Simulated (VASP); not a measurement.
Wanted: the native input for a VASP 6.6.1 run.

```yaml
Task: single point
Functional: PBE
Potentials_or_basis: VASP PAW PBE potentials, release 64 (Al, N)
Cutoff: 600 eV
k_mesh: 8 × 8 × 8
Occupations: gaussian, width 0.05 eV
Spin: no spin polarisation
Dipole_correction: no
Further_INCAR_settings: ALGO = Normal; EDIFF = 1e-06; NBANDS = 11
```

The structure of AlN lies in POSCAR:

```
AlN
1.0
    0.0000000000      1.8793735167      2.1612795443
    1.8793735167      0.0000000000      2.1612795443
    1.8793735167      1.8793735167      0.0000000000
Al N
1 1
Direct
    0.0000000000      0.0000000000      0.0000000000
    0.5000000000      0.5000000000      0.5000000000
```

One way to write it, as run:

INCAR

```
SYSTEM = AlN
PREC     = Accurate       ! precision mode
ENCUT    = 600            ! plane-wave cutoff, eV
EDIFF    = 1E-6           ! SCF threshold, eV
ISMEAR   = 0              ! smearing method
SIGMA    = 0.05           ! smearing width, eV
LREAL    = .False.        ! projectors in reciprocal space
LASPH    = .True.         ! aspherical terms in the spheres
NELM     = 120            ! most SCF steps
ALGO     = Normal         ! electronic algorithm
ISIF     = 2              ! what is computed and relaxed
LWAVE    = .False.        ! write WAVECAR
LCHARG   = .False.        ! write CHGCAR
GGA      = PE             ! functional
NBANDS   = 11             ! bands
GGA_COMPAT= .False.
```

KPOINTS

```
Automatic mesh
0
Gamma
  8 8 8
  0 0 0
```

Potentials or basis: VASP PAW PBE potentials, release 64 (Al, N).

Launch:

```sh
$ cat potpaw_PBE.64/Al/POTCAR potpaw_PBE.64/N/POTCAR > POTCAR
$ mpirun -np 1 vasp_std > vasp.out
```

Results of the run:

```json
{
  "Pressure": "41.1 GPa",
  "Band gap on the k mesh": "4.56 eV, indirect (least direct gap 5.97 eV)"
}
```

Wall time 7.9 s on 1 thread of AMD EPYC 9R45 96-Core Processor (Zen 5), with other jobs on the host, peak memory 0.11 GiB.
